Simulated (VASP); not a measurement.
A run of VASP 6.6.1 is set up as follows.

File POSCAR:

```
BAs
1.0
    0.0000000000      2.4353452264      2.4353452264
    2.4353452264      0.0000000000      2.4353452264
    2.4353452264      2.4353452264      0.0000000000
As B
1 1
Direct
    0.7500000000      0.7500000000      0.7500000000
    0.0000000000      0.0000000000      0.0000000000
```

INCAR.step1

```
SYSTEM = BAs
PREC = Accurate
ENCUT = 420
EDIFF = 1E-5
ISMEAR = -1
SIGMA = 0.05
LREAL = .False.
LASPH = .True.
NELM = 120
ALGO = Normal
ISIF = 2
LWAVE = .True.
LCHARG = .False.
GGA = PE
NBANDS = 11
GGA_COMPAT = .False.
```

The input INCAR.step2:

```
SYSTEM = BAs
PREC = Accurate
ENCUT = 420
EDIFF = 1E-6
ISMEAR = -1
SIGMA = 0.05
LREAL = .False.
LASPH = .True.
NELM = 120
ALGO = Normal
ISIF = 2
LWAVE = .False.
LCHARG = .False.
GGA = PE
LHFCALC = .True.
AEXX = 0.25
HFSCREEN = 0.3
PRECFOCK = Normal
ISTART = 1
NBANDS = 11
GGA_COMPAT = .False.
```

The input KPOINTS:

```
regular mesh
0
Gamma
  5 5 5
  0 0 0
```

Potentials or basis: VASP PAW PBE potentials, release 64 (As, B).

Run with:

```console
$ cat potpaw_PBE.64/As/POTCAR potpaw_PBE.64/B/POTCAR > POTCAR
$ cp INCAR.step1 INCAR
$ mpirun -np 1 vasp_std > vasp.out
$ cp INCAR.step2 INCAR
$ mpirun -np 1 vasp_std > vasp.out
```

(1) Estimate the band gap on the k mesh.

(2) Estimate the pressure.

## Answers

(1) 1.73 eV (least direct gap 3.86 eV).

(2) -7.6 GPa.

Caveat: the k points lie up to 0.45 Å⁻¹ apart; the PAW data sets were made with another functional, which shifts forces and pressure a little; an odd mesh through Γ misses points on the zone boundary, where band edges can lie.
